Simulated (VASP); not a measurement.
## Hf: electric field gradients with PBEsol

Hf:

```xyz
2
Lattice="3.2179 0.0000 0.0000 -1.6089 2.7868 0.0000 0.0000 0.0000 5.0913" Properties=species:S:1:pos:R:3 pbc="T T T"
Hf    0.0000    1.8578    1.2728
Hf    1.6089    0.9289    3.8185
```

```yaml
Program: VASP 6.6.1
Task: electric field gradients
Functional: PBEsol
Potentials_or_basis: VASP PAW PBE potentials, release 64 (Hf_pv)
Cutoff: 520 eV
k_mesh: 13 × 13 × 7
Occupations: fermi-dirac, width 0.05 eV
Spin: no spin polarisation
Dipole_correction: no
Further_INCAR_settings: ALGO = Normal; EDIFF = 1e-08; NBANDS = 17
```

```yaml
Pressure: -6.0 GPa
Band_gap_on_the_k_mesh: zero (bands 10 and 11 overlap by 1.55 eV)
Largest_electric_field_gradient_by_atom: Hf +77.5 V/Å²
```

Stress tensor (GPa, compression positive):
```
-5.91  0.00  0.00
 0.00 -5.91  0.00
 0.00  0.00 -6.31
```

Levels at points of the mesh, in eV from the Fermi level:
```csv
k point,band 8,band 9,band 10,band 11,band 12,band 13
"(0.00, 0.00, 0.00)",-3.66,0.60,1.16,1.16,1.43,1.96
```

Electric field gradients, principal values (V/Å²):
```
atom    least   middle  greatest (by size)
1 Hf  -38.775  -38.776              77.550
2 Hf  -38.775  -38.776              77.550
```

Wall time 54 s on 1 thread of Intel Xeon 8259CL, on a shared host, peak memory 0.2 GiB.

Caveat: the cell stands under tension; without QUAD_EFG the Cq values of the log hold for a quadrupole moment of 1 mb, not for the nuclei; the PAW data sets were made with another functional, which shifts forces and pressure a little; spin-orbit coupling is left out, which moves the levels of the heavy elements.
